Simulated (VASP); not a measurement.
Write the native input for VASP 6.6.1 that does the following.

* Task: relaxation of cell and atoms
* Functional: PBE
* Potentials or basis: VASP PAW PBE potentials, release 64 (Bi_d, C)
* Cutoff: 600 eV
* k mesh: 6 × 6 × 6
* Occupations: gaussian, width 0.1 eV
* Spin: no spin polarisation
* Dipole correction: no
* Further INCAR settings: ALGO = Normal; EDIFF = 1e-07; IBRION = 2; EDIFFG = -0.04; NSW = 90; ISIF = 3

The structure of BiC lies in POSCAR:

```
BiC
1.0
    3.4016360293      0.0000000000      0.0000000000
    0.0000000000      3.4016360293      0.0000000000
    0.0000000000      0.0000000000      3.4016360293
Bi C
1 1
Direct
    0.0000000000      0.0000000000      0.0000000000
    0.5000000000      0.5000000000      0.5000000000
```

These files were run (other wordings do the same):

INCAR

```
SYSTEM = BiC
PREC = Accurate
ENCUT = 600
EDIFF = 1E-7
ISMEAR = 0
SIGMA = 0.1
LREAL = .FALSE.
LASPH = .TRUE.
NELM = 60
ALGO = Normal
ISIF = 3
LWAVE = .FALSE.
LCHARG = .FALSE.
GGA = PE
IBRION = 2
NSW = 90
EDIFFG = -0.04
```

KPOINTS

```
Automatic mesh
0
G
  6 6 6
  0 0 0
```

Potentials or basis: VASP PAW PBE potentials, release 64 (Bi_d, C).

The run is started by

```console
$ cat potpaw_PBE.64/Bi_d/POTCAR potpaw_PBE.64/C/POTCAR > POTCAR
$ mpirun -np 1 vasp_std > vasp.out
```

Results of the run:

| Quantity | Value |
| --- | --- |
| Relaxed volume | 17.06 Å³/atom |
| Relaxed cell | a = 3.243 Å, b = 3.243 Å, c = 3.243 Å, α = 90.00°, β = 90.00°, γ = 90.00° |
| Space group after relaxing (to 0.05 Å) | Pm-3m (No. 221) |
| Energy gained by relaxing | 80.7 meV/atom |
| Ionic steps | 3 |
| Pressure after relaxing | -0.1 GPa |

Wall time 28 s on 1 thread of Intel(R) Xeon(R) Platinum 8259CL CPU @ 2.50GHz (Skylake/Cascade Lake) (shared host), peak memory 0.17 GiB.
